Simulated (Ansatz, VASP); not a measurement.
# Two plane-wave programs on N

The input POSCAR:

```
N
1.0
    4.0840620000      0.0000000000      0.0000000000
    0.0000000000      4.0840620000      0.0000000000
    0.0000000000      0.0000000000      5.3459130000
N
4
Direct
    0.9042750000      0.9042750000      0.0000000000
    0.5957250000      0.4042750000      0.5000000000
    0.0957250000      0.0957250000      0.0000000000
    0.4042750000      0.5957250000      0.5050000000
```

Contents of INCAR.step1:

```
PREC = Accurate
ENCUT = 520
ISMEAR = 0
SIGMA = 0.01
LREAL = False
LASPH = True
NELM = 80
NBANDS = 18
GGA = PE
ALGO = Normal
EDIFF = 1E-4
LWAVE = True
LCHARG = False
```

The input INCAR.step2:

```
PREC = Accurate
ENCUT = 520
EDIFF = 1E-7
ISMEAR = 0
SIGMA = 0.01
LREAL = False
LASPH = True
NELM = 80
ALGO = Normal
ISIF = 2
LWAVE = False
LCHARG = True
METAGGA = R2SCAN
LMIXTAU = True
LELF = True
LVHAR = True
NBANDS = 18
ISTART = 1
```

File KPOINTS:

```
regular mesh
0
Gamma
  3 3 2
```

Input for Ansatz:

```yaml
crystal:
  lattice:
    - [4.084062, 0.0, 0.0]
    - [0.0, 4.084062, 0.0]
    - [0.0, 0.0, 5.345913]
  atoms:
    - { symbol: "N", position: [0.904275, 0.904275, 0.0] }
    - { symbol: "N", position: [0.595725, 0.404275, 0.5] }
    - { symbol: "N", position: [0.095725, 0.095725, 0.0] }
    - { symbol: "N", position: [0.404275, 0.595725, 0.505] }
kpoints:
  mp_grid:
    grid: [3, 3, 2]
hamiltonian:
  xc: r2scan
  pseudopotentials:
    kind: paw
scf:
  convergence:
    dr2_threshold: 1.0e-08
  occupations:
    method: fixed
output:
  forces: true
```

Alike in both runs: task single point; functional r2SCAN; k mesh 3 × 3 × 2; no spin polarisation.

|  | VASP | Ansatz |
| --- | --- | --- |
| version | VASP 6.6.1 | Ansatz 0.2.0 |
| potentials or method | VASP PAW PBE potentials, release 64 (N) | plane waves, PAW |
| plane-wave cutoff (eV) | 520 | 500 |
| occupations | gaussian, width 0.01 eV | fixed |
| valence electrons in the cell | 20 | 20 |

Ansatz gave:

```
rms of the force components (eV/Å) : 1.063
```

Q: Which values does VASP return?

A: rms of the force components (eV/Å): 0.081.

VASP's potentials were made for PBE, not for r2SCAN. Atom by atom the forces differ by 1.143 eV/Å (rms over components). One of these differences is far larger than is usual between the two programs; its cause wasn't traced.

The k mesh is coarse, so the values compare programs but aren't converged. Noted on VASP's run: the standard files for N, O and F lose accuracy on very short bonds.
